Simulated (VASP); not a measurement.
# Rb3TaTe3 (Pm-3m) in VASP: notebook

Rb3TaTe3 is run at these levels: PBE; tasks: single point, relaxation of cell and atoms.

All numbers are computed with VASP 6.6.1; they aren't measurements. Logs are shortened: lines on timing, memory, paths and dates and some standing lists are left out, and cuts for length are marked.

## 1. The cell of the first run

The structure is cubic, space group Pm-3m (No. 221). Conventional cell: a = 7.170 Å, b = 7.170 Å, c = 7.170 Å, α = 90.00°, β = 90.00°, γ = 90.00°. Within 4.7 Å of Rb (site symmetry 4/mmm) lie 2 Ta at 3.59 Å and 4 Te at 3.59 Å. Within 4.7 Å of Ta (site symmetry m-3m) lie 6 Rb at 3.59 Å. Te (site symmetry 4/mmm) has 4 Rb at 3.59 Å within 4.7 Å.

## 2. Single point, PBE

The input, INCAR:

```
PREC = Accurate
ENCUT = 520
EDIFF = 1E-7
ISMEAR = 0
SIGMA = 0.1
LREAL = False
LASPH = True
NELM = 100
ALGO = Normal
ISIF = 2
LWAVE = False
LCHARG = True
GGA = PE
LELF = True
LVHAR = True
NBANDS = 37
```

The input, KPOINTS:

```
Automatic mesh
0
Gamma
  4 4 4
```

The input, POSCAR:

```
Rb3TaTe3
1.0
    7.1702280635      0.0000000000      0.0000000000
    0.0000000000      7.1702280635      0.0000000000
    0.0000000000      0.0000000000      7.1702280635
Rb Ta Te
3 1 3
Direct
    0.0000000000      0.5000000000      0.5000000000
    0.5000000000      0.0000000000      0.5000000000
    0.5000000000      0.5000000000      0.0000000000
    0.5000000000      0.5000000000      0.5000000000
    0.0000000000      0.0000000000      0.5000000000
    0.5000000000      0.0000000000      0.0000000000
    0.0000000000      0.5000000000      0.0000000000
```

Potentials or basis: VASP PAW PBE potentials, release 64 (Rb_sv, Ta_pv, Te).

Run with:

```sh
cat potpaw_PBE.64/Rb_sv/POTCAR potpaw_PBE.64/Ta_pv/POTCAR potpaw_PBE.64/Te/POTCAR > POTCAR
mpirun -np 1 vasp_std > vasp.out
```

OUTCAR:

```text
PREC = Accurate
   ENCUT = 520
   EDIFF = 1E-7
   ISMEAR = 0
   LREAL = False
   LASPH = True
   NELM = 100
   ISIF = 2
   GGA = PE

 ion  position               nearest neighbor table
   1  0.000  0.500  0.500-   4 3.59   5 3.59   7 3.59   7 3.59   5 3.59   4 3.59   3 5.07   2 5.07
                             2 5.07   2 5.07   3 5.07   3 5.07   3 5.07   2 5.07
   2  0.500  0.000  0.500-   4 3.59   5 3.59   6 3.59   6 3.59   4 3.59   5 3.59   3 5.07   1 5.07
                             3 5.07   1 5.07   3 5.07   1 5.07   3 5.07   1 5.07
   3  0.500  0.500  0.000-   4 3.59   6 3.59   7 3.59   4 3.59   6 3.59   7 3.59   2 5.07   2 5.07
                             2 5.07   1 5.07   2 5.07   1 5.07   1 5.07   1 5.07
   4  0.500  0.500  0.500-   1 3.59   2 3.59   3 3.59   3 3.59   2 3.59   1 3.59
   5  0.000  0.000  0.500-   1 3.59   2 3.59   1 3.59   2 3.59
   6  0.500  0.000  0.000-   2 3.59   3 3.59   2 3.59   3 3.59
   7  0.000  0.500  0.000-   1 3.59   3 3.59   1 3.59   3 3.59

  LATTYP: Found a simple cubic cell.
 ALAT       =     7.1702280635

  Lattice vectors:

 A1 = (   7.1702280635,   0.0000000000,   0.0000000000)
 A2 = (   0.0000000000,   7.1702280635,   0.0000000000)
 A3 = (   0.0000000000,   0.0000000000,   7.1702280635)

Analysis of symmetry for initial positions (statically):
=====================================================================
 Subroutine PRICEL returns:
 Original cell was already a primitive cell.

 Routine SETGRP: Setting up the symmetry group for a
 simple cubic supercell.

 Subroutine GETGRP returns: Found 48 space group operations
 (whereof 48 operations were pure point group operations)
 out of a pool of 48 trial point group operations.

The static configuration has the point symmetry O_h .

Analysis of symmetry for dynamics (positions and initial velocities):
=====================================================================
 Subroutine PRICEL returns:
 Original cell was already a primitive cell.

 Routine SETGRP: Setting up the symmetry group for a
 simple cubic supercell.

 Subroutine GETGRP returns: Found 48 space group operations
 (whereof 48 operations were pure point group operations)
 out of a pool of 48 trial point group operations.

The dynamic configuration has the point symmetry O_h .

 Subroutine INISYM returns: Found 48 space group operations
 (whereof 48 operations are pure point group operations),
 and found     1 'primitive' translations

----------------------------------------------------------------------------------------

                                     Primitive cell

  volume of cell :     368.6370

  direct lattice vectors                    reciprocal lattice vectors
     7.170228063  0.000000000  0.000000000     0.139465578  0.000000000  0.000000000
     0.000000000  7.170228063  0.000000000     0.000000000  0.139465578  0.000000000
     0.000000000  0.000000000  7.170228063     0.000000000  0.000000000  0.139465578

  length of vectors
     7.170228063  7.170228063  7.170228063     0.139465578  0.139465578  0.139465578

  position of ions in fractional coordinates (direct lattice)
     0.000000000  0.500000000  0.500000000
     0.500000000  0.000000000  0.500000000
     0.500000000  0.500000000  0.000000000
     0.500000000  0.500000000  0.500000000
     0.000000000  0.000000000  0.500000000
     0.500000000  0.000000000  0.000000000
     0.000000000  0.500000000  0.000000000

  ion indices of the primitive-cell ions
   primitive index   ion index
                 1           1
                 2           2
                 3           3
                 4           4
                 5           5
                 6           6
                 7           7

----------------------------------------------------------------------------------------

 KPOINTS: Automatic mesh

Automatic generation of k-mesh.
 Grid dimensions read from file:
 generate k-points for:    4    4    4

 Generating k-lattice:

  Cartesian coordinates                     Fractional coordinates (reciprocal lattice)
     0.034866394  0.000000000  0.000000000     0.250000000  0.000000000  0.000000000
     0.000000000  0.034866394  0.000000000     0.000000000  0.250000000  0.000000000
     0.000000000  0.000000000  0.034866394     0.000000000  0.000000000  0.250000000

  Length of vectors
     0.034866394  0.034866394  0.034866394

  Shift w.r.t. Gamma in fractional coordinates (k-lattice)
     0.000000000  0.000000000  0.000000000

 Subroutine IBZKPT returns following result:
 ===========================================

 Found     10 irreducible k-points:

 Following reciprocal coordinates:
            Coordinates               Weight
  0.000000  0.000000  0.000000      1.000000
  0.250000  0.000000  0.000000      6.000000
  0.500000  0.000000  0.000000      3.000000
  0.250000  0.250000  0.000000     12.000000
  0.500000  0.250000  0.000000     12.000000
  0.500000  0.500000  0.000000      3.000000
  0.250000  0.250000  0.250000      8.000000
  0.500000  0.250000  0.250000     12.000000
  0.500000  0.500000  0.250000      6.000000
  0.500000  0.500000  0.500000      1.000000
   k-points           NKPTS =     10   k-points in BZ     NKDIM =     10   number of bands    NBANDS=     37
   number of dos      NEDOS =    301   number of ions     NIONS =      7
   total plane-waves  NPLWV = 157464
   dimension x,y,z NGX =    54 NGY =   54 NGZ =   54
   dimension x,y,z NGXF=   108 NGYF=  108 NGZF=  108
   ions per type =               3   1   3
   NGX,Y,Z   is equivalent  to a cutoff of  12.52, 12.52, 12.52 a.u.
   NGXF,Y,Z  is equivalent  to a cutoff of  25.04, 25.04, 25.04 a.u.
 SYSTEM =  unknown system
   PREC   = accura    normal or accurate (medium, high low for compatibility)
   ISTART =      0    job   : 0-new  1-cont  2-samecut
   ICHARG =      2    charge: 1-file 2-atom 10-const
   ISPIN  =      1    spin polarized calculation?
   LNONCOLLINEAR =      F non collinear calculations
   LSORBIT =      F    spin-orbit coupling
   LASPH  =      T    aspherical Exc in radial PAW
   ENCUT  =  520.0 eV  38.22 Ry    6.18 a.u.  13.33 13.33 13.33*2*pi/ulx,y,z
   NELM   =    100;   NELMIN=  2; NELMDL= -5     # of ELM steps
   EDIFF  = 0.1E-06   stopping-criterion for ELM
   LREAL  =      F    real-space projection
[... 20 lines left out ...]
  Fermi-wavevector in a.u.,A,eV,Ry     =   0.873517  1.650707 10.381672  0.763031
  Thomas-Fermi vector in A             =   1.992918
   LORBIT       =      0    0 simple, 1 ext, 2 COOP (PROOUT), +10 PAW based schemes
   GGA     = PE    functional components
   LHFCALC =     F    Hartree Fock is set to
   AEXX    =    0.0000 exact exchange contribution
   IVDW    =     0    specifies the selected vdW correction
   LEPSILON=     F    determine dielectric tensor
   LRPA    =     F    only Hartree local field effects (RPA)
 non-spin polarized calculation
 Gauss-broadening in eV      SIGMA  =   0.10
  energy-cutoff  :      520.00
  volume of cell :      368.64
 maximum number of plane-waves:      9972
 NGX is ok and might be reduce to    54
   NGX = 27   NGY = 27   NGZ = 27

 number of electron      55.9999997 magnetization

 Free energy of the ion-electron system (eV)
  ---------------------------------------------------
  ext. energy  EPLUGINS =         0.00000000
  ---------------------------------------------------
  free energy    TOTEN  =       -16.33421465 eV

  energy without entropy =      -16.17805888  energy(sigma->0) =      -16.25613676

 E-fermi :   0.0078     XC(G=0):  -7.0150

 val. band max:        0.0039998925   @ k =   0.2500   0.2500   0.2500
 cond. band min:       0.0099807190   @ k =   0.2500   0.0000   0.0000
 fundamental gap:      0.0059808265
 Fermi energy:         0.0077667946

 k-point     1 :       0.0000    0.0000    0.0000
  band No.  band energies     occupation
      1     -35.6858      2.00000
      2     -35.6858      2.00000
      3     -35.6858      2.00000
      4     -26.1996      2.00000
      5     -26.1946      2.00000
      6     -26.1946      2.00000
[... 29 lines left out ...]
     36       3.5993      0.00000
     37       4.3284      0.00000

 k-point     2 :       0.2500    0.0000    0.0000
  band No.  band energies     occupation
      1     -35.6858      2.00000
      2     -35.6858      2.00000
      3     -35.6858      2.00000
      4     -26.1989      2.00000
      5     -26.1951      2.00000
      6     -26.1946      2.00000
[... 29 lines left out ...]
     36       3.2097      0.00000
     37       4.5704      0.00000

 k-point     3 :       0.5000    0.0000    0.0000
  band No.  band energies     occupation
      1     -35.6858      2.00000
      2     -35.6858      2.00000
      3     -35.6858      2.00000
      4     -26.1979      2.00000
      5     -26.1958      2.00000
      6     -26.1946      2.00000
[... 29 lines left out ...]
     36       2.9439      0.00000
     37       4.9102      0.00000

 k-point     4 :       0.2500    0.2500    0.0000
  band No.  band energies     occupation
      1     -35.6858      2.00000
      2     -35.6858      2.00000
      3     -35.6858      2.00000
      4     -26.1982      2.00000
      5     -26.1952      2.00000
      6     -26.1949      2.00000
[... 29 lines left out ...]
     36       2.9280      0.00000
     37       4.9600      0.00000

 k-point     5 :       0.5000    0.2500    0.0000
  band No.  band energies     occupation
      1     -35.6858      2.00000
      2     -35.6858      2.00000
      3     -35.6858      2.00000
      4     -26.1973      2.00000
      5     -26.1958      2.00000
      6     -26.1950      2.00000
[... 29 lines left out ...]
     36       2.6953      0.00000
     37       5.2371      0.00000

 k-point     6 :       0.5000    0.5000    0.0000
  band No.  band energies     occupation
      1     -35.6858      2.00000
      2     -35.6858      2.00000
      3     -35.6858      2.00000
      4     -26.1963      2.00000
      5     -26.1958      2.00000
      6     -26.1958      2.00000
[... 29 lines left out ...]
     36       2.4738      0.00000
     37       5.5598      0.00000

 k-point     7 :       0.2500    0.2500    0.2500
  band No.  band energies     occupation
      1     -35.6858      2.00000
      2     -35.6858      2.00000
      3     -35.6858      2.00000
      4     -26.1977      2.00000
      5     -26.1952      2.00000
      6     -26.1952      2.00000
[... 29 lines left out ...]
     36       2.7909      0.00000
     37       5.0961      0.00000

 k-point     8 :       0.5000    0.2500    0.2500
  band No.  band energies     occupation
      1     -35.6858      2.00000
      2     -35.6858      2.00000
      3     -35.6858      2.00000
      4     -26.1968      2.00000
      5     -26.1958      2.00000
      6     -26.1952      2.00000
[... 29 lines left out ...]
     36       2.7117      0.00000
     37       5.2086      0.00000

 k-point     9 :       0.5000    0.5000    0.2500
  band No.  band energies     occupation
      1     -35.6858      2.00000
      2     -35.6858      2.00000
      3     -35.6858      2.00000
      4     -26.1960      2.00000
      5     -26.1958      2.00000
      6     -26.1958      2.00000
[... 29 lines left out ...]
     36       2.4706      0.00000
     37       5.3808      0.00000

 k-point    10 :       0.5000    0.5000    0.5000
  band No.  band energies     occupation
      1     -35.6858      2.00000
      2     -35.6858      2.00000
      3     -35.6858      2.00000
      4     -26.1958      2.00000
      5     -26.1958      2.00000
      6     -26.1958      2.00000
[... 29 lines left out ...]
     36       2.3803      0.00000
     37       5.2874      0.00000

------------------------ aborting loop because EDIFF is reached ----------------------------------------

  FORCE on cell =-STRESS in cart. coord.  units (eV):
  Direction    XX          YY          ZZ          XY          YZ          ZX
  --------------------------------------------------------------------------------------
  -------------------------------------------------------------------------------------
  Total        0.5113071      0.5113071      0.5113071     -0.0000000     -0.0000000      0.0000000
  in kB        2.2222528      2.2222528      2.2222528     -0.0000000     -0.0000000      0.0000000
  external PRESSURE =       2.2222528 kB  Pullay stress =       0.0000000 kB

 VOLUME and BASIS-vectors are now :
 -----------------------------------------------------------------------------
  energy-cutoff  :      520.00
  volume of cell :      368.64
      direct lattice vectors                 reciprocal lattice vectors
     7.170228063  0.000000000  0.000000000     0.139465578  0.000000000  0.000000000
     0.000000000  7.170228063  0.000000000     0.000000000  0.139465578  0.000000000
     0.000000000  0.000000000  7.170228063     0.000000000  0.000000000  0.139465578

 POSITION                                       TOTAL-FORCE (eV/Angst)
 -----------------------------------------------------------------------------------
      0.00000      3.58511      3.58511         0.000000      0.000000      0.000000
      3.58511      0.00000      3.58511         0.000000      0.000000      0.000000
      3.58511      3.58511      0.00000         0.000000      0.000000      0.000000
      3.58511      3.58511      3.58511         0.000000      0.000000      0.000000
      0.00000      0.00000      3.58511         0.000000      0.000000      0.000000
      3.58511      0.00000      0.00000         0.000000      0.000000      0.000000
      0.00000      3.58511      0.00000         0.000000      0.000000      0.000000
 -----------------------------------------------------------------------------------
    total drift:                                0.000000      0.000000      0.000000

  FREE ENERGIE OF THE ION-ELECTRON SYSTEM (eV)
  ---------------------------------------------------
  free  energy   TOTEN  =       -16.3342146511 eV

  energy  without entropy=      -16.1780588770  energy(sigma->0) =      -16.25613676
```

Wall time 3.4 min (1 thread of Intel Xeon Platinum 8559C (Emerald Rapids), shared host); peak memory 0.48 GiB.

What came out:

- Free energy: -16.3342 eV
- Pressure: 0.2 GPa
- Band gap on the k mesh: zero (band 28 reaches 0.10 eV, above the bottom of band 29 at -0.08 eV)

Levels at points of the mesh, in eV from the Fermi level:
```tsv
k point	band 24	band 25	band 26	band 27	band 28	band 29	band 30	band 31	band 32	band 33
(0.00, 0.00, 0.00)	-0.21	-0.19	-0.19	-0.19	-0.08	-0.08	-0.08	0.10	0.10	0.10
(0.50, 0.00, 0.00)	-0.35	-0.35	-0.32	-0.09	-0.08	-0.08	-0.07	0.15	0.28	0.28
(0.50, 0.50, 0.00)	-0.54	-0.54	-0.41	-0.36	0.00	0.12	0.18	0.27	0.27	0.28
(0.50, 0.50, 0.50)	-0.41	-0.41	-0.41	0.09	0.09	0.09	0.15	0.15	0.23	0.23
```

Caveat: spin-orbit coupling is left out, which moves the levels of the heavy elements.

## 3. Relaxation of cell and atoms, PBE

This run uses another cell than the first one, of 38.30 Å³/atom, 0.727 times its volume.

The input, INCAR:

```
SYSTEM = Rb3TaTe3
PREC = Accurate
ENCUT = 600
EDIFF = 1E-7
ISMEAR = 0
SIGMA = 0.1
LREAL = .False.
LASPH = .True.
NELM = 100
ALGO = Normal
ISIF = 3
LWAVE = .False.
LCHARG = .False.
GGA = PE
IBRION = 2
NSW = 90
EDIFFG = -0.04
```

The input, KPOINTS:

```
Automatic mesh
0
Gamma
  4 4 4
  0 0 0
```

Changes to POSCAR since step 2:

```diff
@@ -2,5 +2,5 @@
 1.0
-    7.1702280635      0.0000000000      0.0000000000
-    0.0000000000      7.1702280635      0.0000000000
-    0.0000000000      0.0000000000      7.1702280635
+    6.4482174400      0.0000000000      0.0000000000
+    0.0000000000      6.4482174400      0.0000000000
+    0.0000000000      0.0000000000      6.4482174400
 Rb Ta Te
```

Potentials or basis: VASP PAW PBE potentials, release 64 (Rb_sv, Ta_pv, Te).

Run with:

```sh
cat potpaw_PBE.64/Rb_sv/POTCAR potpaw_PBE.64/Ta_pv/POTCAR potpaw_PBE.64/Te/POTCAR > POTCAR
mpirun -np 1 vasp_std > vasp.out
```

It took 12 min on 1 thread of Intel Xeon Platinum 8559C (Emerald Rapids), shared host; peak memory 0.51 GiB.

The run converged. Its results:

- Free energy: -16.3367 eV
- Relaxed volume: 53.54 Å³/atom
- Relaxed cell: a = 7.210 Å, b = 7.210 Å, c = 7.210 Å, α = 90.00°, β = 90.00°, γ = 90.00°
- Space group after relaxing (to 0.05 Å): Pm-3m (No. 221)
- Energy gained by relaxing: 204.9 meV/atom
- Ionic steps: 4
- Pressure after relaxing: 0.1 GPa
- Band gap on the k mesh: zero (band 28 reaches 0.02 eV, above the bottom of band 29 at -0.15 eV)

The path:
| step | energy change (eV) | largest force (eV/Å) | pressure (GPa) | volume (Å³) |
| --- | --- | --- | --- | --- |
| 1 | 0.0000 | 0.0000 | 5.64 | 268.11 |
| 2 | -1.1829 | 0.0000 | 1.70 | 323.88 |
| 3 | -1.4087 | 0.0000 | 0.46 | 359.13 |
| 4 | -1.4346 | 0.0000 | 0.09 | 374.80 |

Final structure:
```
CELL_PARAMETERS angstrom
7.20997 0.00000 0.00000
0.00000 7.20997 0.00000
0.00000 0.00000 7.20997
ATOMIC_POSITIONS crystal
Rb 0.00000 0.50000 0.50000
Rb 0.50000 0.00000 0.50000
Rb 0.50000 0.50000 0.00000
Ta 0.50000 0.50000 0.50000
Te 0.00000 0.00000 0.50000
Te 0.50000 0.00000 0.00000
Te 0.00000 0.50000 0.00000
```

Levels at points of the mesh, in eV from the Fermi level:
```csv
k point,band 25,band 26,band 27,band 28,band 29,band 30,band 31,band 32
"(0.00, 0.00, 0.00)",-0.19,-0.19,-0.19,-0.07,-0.07,-0.07,0.10,0.10
"(0.50, 0.00, 0.00)",-0.35,-0.31,-0.09,-0.08,-0.08,-0.07,0.14,0.28
"(0.50, 0.50, 0.00)",-0.53,-0.40,-0.34,0.00,0.12,0.17,0.26,0.27
"(0.50, 0.50, 0.50)",-0.39,-0.39,0.09,0.09,0.09,0.15,0.15,0.22
```

Caveat: the volume moved by over 15 % at a fixed basis, so the end points are rough; spin-orbit coupling is left out, which moves the levels of the heavy elements.

## 4. Single point, PBE

This run uses another cell than the first one, of 38.30 Å³/atom, 0.727 times its volume.

The input, INCAR:

```
SYSTEM = Rb3TaTe3
  PREC = Accurate
  ENCUT = 520
  EDIFF = 1E-6
  ISMEAR = 0
  SIGMA = 0.1
  LREAL = .False.
  LASPH = .True.
  NELM = 100
  ALGO = Normal
  ISIF = 2
  LWAVE = .False.
  LCHARG = .False.
  GGA = PE
  NBANDS = 37
```

The input, KPOINTS:

```
regular mesh
0
Gamma
  4 4 4
  0 0 0
```

POSCAR is that of step 3.

Run with:

```sh
cat potpaw_PBE.64/Rb_sv/POTCAR potpaw_PBE.64/Ta_pv/POTCAR potpaw_PBE.64/Te/POTCAR > POTCAR
mpirun -np 1 vasp_std > vasp.out
```

Run time: 1.8 min. Hardware: 1 thread of Intel Xeon Platinum 8559C (Emerald Rapids), shared host; peak memory 0.39 GiB.

It converged, with:

- Free energy: -14.9022 eV
- Pressure: 5.6 GPa
- Band gap on the k mesh: zero (band 28 reaches 1.94 eV, above the bottom of band 29 at 1.58 eV)

Levels at points of the mesh, in eV from the Fermi level:
| k point | band 23 | band 24 | band 25 | band 26 | band 27 | band 28 | band 29 | band 30 | band 31 | band 32 |
| --- | --- | --- | --- | --- | --- | --- | --- | --- | --- | --- |
| (0.00, 0.00, 0.00) | -0.39 | -0.39 | -0.39 | -0.29 | -0.29 | -0.08 | -0.08 | -0.08 | 0.22 | 0.22 |
| (0.50, 0.00, 0.00) | -0.89 | -0.62 | -0.37 | -0.34 | -0.34 | -0.21 | -0.21 | -0.19 | 0.45 | 0.45 |
| (0.50, 0.50, 0.00) | -0.79 | -0.77 | -0.77 | -0.77 | -0.70 | 0.14 | 0.29 | 0.32 | 0.42 | 0.42 |
| (0.50, 0.50, 0.50) | -0.83 | -0.83 | -0.83 | -0.51 | 0.09 | 0.09 | 0.09 | 0.20 | 0.20 | 0.64 |

Caveat: spin-orbit coupling is left out, which moves the levels of the heavy elements.

## 5. Summary

```tsv
task	cell	cutoff (eV)	gap on the mesh (eV)	pressure (GPa)
single point	a = 7.170 Å, 7 atoms	520	none	0.2
relaxation of cell and atoms	relaxed from a = 6.448 Å, 7 atoms	600	none	0.1
single point	a = 6.448 Å, 7 atoms	520	none	5.6
```

Alike in all rows: level PBE; potentials or basis VASP PAW PBE potentials, release 64 (Rb_sv, Ta_pv, Te); no spin polarisation; k mesh 4 × 4 × 4; smearing gaussian 0.1 eV.

Caveats: spin-orbit coupling is left out, which moves the levels of the heavy elements; the volume moved by over 15 % at a fixed basis, so the end points are rough (some runs).

Absolute energies hang on the potentials; compare differences alone.
